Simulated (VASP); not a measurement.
SiO2:

```
Si O
1.0
     0.00000    2.22387    2.26417
     2.22387    0.00000    2.26417
     2.22387    2.22387    0.00000
Si O
1 2
Direct
  0.00000 0.00000 0.00000
  0.25000 0.25000 0.25000
  0.75000 0.75000 0.75000
```

This cell differs from its parent crystal: biaxial xy strain -1.8%.

Base run:

```yaml
Program: VASP 6.6.1
Functional: PBE
Potentials_or_basis: VASP PAW PBE potentials, release 64 (Si, O)
Cutoff: 520 eV
k_mesh: 10 × 10 × 10
Occupations: fermi-dirac, width 0.02 eV
Spin: no spin polarisation
```

Its results: band gap on the k mesh 1.89 eV; pressure 22.5 GPa.

**Question.** The run is repeated on the same cell with these changes: functional from PBE to r2SCAN; occupations from fermi-dirac, width 0.02 eV to gaussian, width 0.01 eV. What comes out?

**Answer.** Band gap on the k mesh 2.52 eV; pressure 12.6 GPa.

Caveats: the cell stands under pressure; the PAW data sets were made with another functional, which shifts forces and pressure a little (at least some runs).

A k mesh can miss the band edges.
